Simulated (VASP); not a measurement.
Write the native input for VASP 6.6.1 that does the following.

```yaml
Task: single point
Functional: PBE0
Potentials_or_basis: VASP PAW PBE potentials, release 64 (K_sv, I)
Cutoff: 520 eV
k_mesh: 4 × 4 × 4
Occupations: gaussian, width 0.01 eV
Spin: no spin polarisation
Dipole_correction: no
Grid_for_exact_exchange_PRECFOCK: Normal
Further_INCAR_settings: ALGO = Normal; EDIFF = 1e-07; NBANDS = 15
Share_of_exact_exchange: 0.25
```

KI:

```
K I
1.0
     0.00000    3.54457    3.54457
     3.54457    0.00000    3.54457
     3.54457    3.54457    0.00000
K I
1 1
Direct
  0.00000 0.00000 0.00000
  0.50000 0.50000 0.50000
```

One way to write it, as run:

POSCAR

```
KI
1.0
    0.0000000000      3.5445661256      3.5445661256
    3.5445661256      0.0000000000      3.5445661256
    3.5445661256      3.5445661256      0.0000000000
K I
1 1
Direct
    0.0000000000      0.0000000000      0.0000000000
    0.5000000000      0.5000000000      0.5000000000
```

INCAR.step1

```
SYSTEM = KI
ALGO     = Normal         ! electronic algorithm
EDIFF    = 1E-5           ! SCF threshold, eV
ENCUT    = 520            ! plane-wave cutoff, eV
GGA      = PE             ! functional
ISIF     = 2              ! what is computed and relaxed
ISMEAR   = 0              ! smearing method
LASPH    = .True.         ! aspherical terms in the spheres
LREAL    = .False.        ! projectors in reciprocal space
LWAVE    = .True.         ! write WAVECAR
NBANDS   = 15             ! bands
NELM     = 60             ! most SCF steps
PREC     = Accurate       ! precision mode
SIGMA    = 0.01           ! smearing width, eV
```

INCAR.step2

```
SYSTEM = KI
AEXX     = 0.25           ! exact-exchange fraction
ALGO     = Normal         ! electronic algorithm
EDIFF    = 1E-7           ! SCF threshold, eV
ENCUT    = 520            ! plane-wave cutoff, eV
GGA      = PE             ! functional
ISIF     = 2              ! what is computed and relaxed
ISMEAR   = 0              ! smearing method
ISTART   = 1            
LASPH    = .True.         ! aspherical terms in the spheres
LCHARG   = .True.         ! write CHGCAR
LELF     = .True.         ! ELF
LHFCALC  = .True.         ! exact exchange
LREAL    = .False.        ! projectors in reciprocal space
LVHAR    = .True.       
LWAVE    = .False.        ! write WAVECAR
NBANDS   = 15             ! bands
NELM     = 60             ! most SCF steps
PREC     = Accurate       ! precision mode
PRECFOCK = Normal       
SIGMA    = 0.01           ! smearing width, eV
```

KPOINTS

```
k-points
0
Gamma
  4 4 4
  0 0 0
```

Potentials or basis: VASP PAW PBE potentials, release 64 (K_sv, I).

Run with:

```console
$ cat potpaw_PBE.64/K_sv/POTCAR potpaw_PBE.64/I/POTCAR > POTCAR
$ cp INCAR.step1 INCAR
$ mpirun -np 1 vasp_std > vasp.out
$ cp INCAR.step2 INCAR
$ mpirun -np 1 vasp_std > vasp.out
```

Results of the run:

```
Pressure               : 0.2 GPa
Band gap on the k mesh : 5.64 eV
```

Caveat: the PAW data sets were made with another functional, which shifts forces and pressure a little; spin-orbit coupling is left out, which moves the levels of the heavy elements.

It took 7.5 min on 1 thread of Intel(R) Xeon(R) Platinum 8488C (Sapphire Rapids), with other jobs on the host, peak memory 0.25 GiB.
